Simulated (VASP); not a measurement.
Runs of VASP 6.6.1 on Al2O3. The structure is that of space group P-3m1 (No. 164), or close to it. The cells are those of the table. 

```csv
cell,gap on the mesh (eV),pressure (GPa),largest force (eV/Å)
"a = 2.963, b = 2.963, c = 7.438 Å, angles 90.0, 90.0, 120.0°, 5 atoms",2.58,6.1,0.46
"a = 2.935, b = 2.935, c = 7.367 Å, angles 90.0, 90.0, 120.0°, 5 atoms",2.79,11.9,0.78
"a = 2.990, b = 2.990, c = 7.507 Å, angles 90.0, 90.0, 120.0°, 5 atoms",2.38,1.0,0.17
"a = 3.070, b = 3.070, c = 7.707 Å, angles 90.0, 90.0, 120.0°, 5 atoms",(a),-10.8,0.56
"a = 3.096, b = 3.096, c = 7.771 Å, angles 90.0, 90.0, 120.0°, 5 atoms",1.67,-13.7,0.75
"a = 3.044, b = 3.044, c = 7.641 Å, angles 90.0, 90.0, 120.0°, 5 atoms",2.01,-7.4,(b)
"a = 3.017, b = 3.017, c = 7.575 Å, angles 90.0, 90.0, 120.0°, 5 atoms",2.19,-3.5,0.19
```

Alike in all rows: task single point; level PBEsol; potentials or basis VASP PAW PBE potentials, release 64 (Al, O); no spin polarisation; k mesh 12 × 12 × 4; cutoff (eV) 520; smearing gaussian 0.01 eV.

Question: Estimate the missing entries.

Answer: (a) 1.84; (b) 0.39.

Caveats: the PAW data sets were made with another functional, which shifts forces and pressure a little.

A k mesh can miss the band edges.
